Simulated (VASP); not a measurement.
A run of VASP 6.6.1:

Contents of INCAR:

```
PREC = Accurate
ENCUT = 500
EDIFF = 1E-6
ISMEAR = -1
SIGMA = 0.1
LREAL = False
LASPH = True
NELM = 120
ALGO = Normal
ISIF = 2
LWAVE = False
LCHARG = False
GGA = PS
NBANDS = 17
GGA_COMPAT = False
```

Contents of KPOINTS:

```
Automatic mesh
0
Gamma
  7 7 7
```

POSCAR

```
PbS
1.0
    0.0000000000      2.9657500000      2.9657500000
    2.9657500000      0.0000000000      2.9657500000
    2.9657500000      2.9657500000      0.0000000000
Pb S
1 1
Direct
    0.0000000000      0.0000000000      0.0000000000
    0.5000000000      0.5000000000      0.5000000000
```

Potentials or basis: VASP PAW PBE potentials, release 64 (Pb_d, S).

Command:

```bash
$ cat potpaw_PBE.64/Pb_d/POTCAR potpaw_PBE.64/S/POTCAR > POTCAR
$ mpirun -np 1 vasp_std > vasp.out
```

Hardware: 1 thread of Intel(R) Xeon(R) Platinum 8488C (Sapphire Rapids), on a shared host.

Estimate the wall time of this run.

Run time: 7.7 s on 1 thread of Intel(R) Xeon(R) Platinum 8488C (Sapphire Rapids), with other jobs on the host, peak memory 0.17 GiB. Counts: scf iterations 12, k points 20.
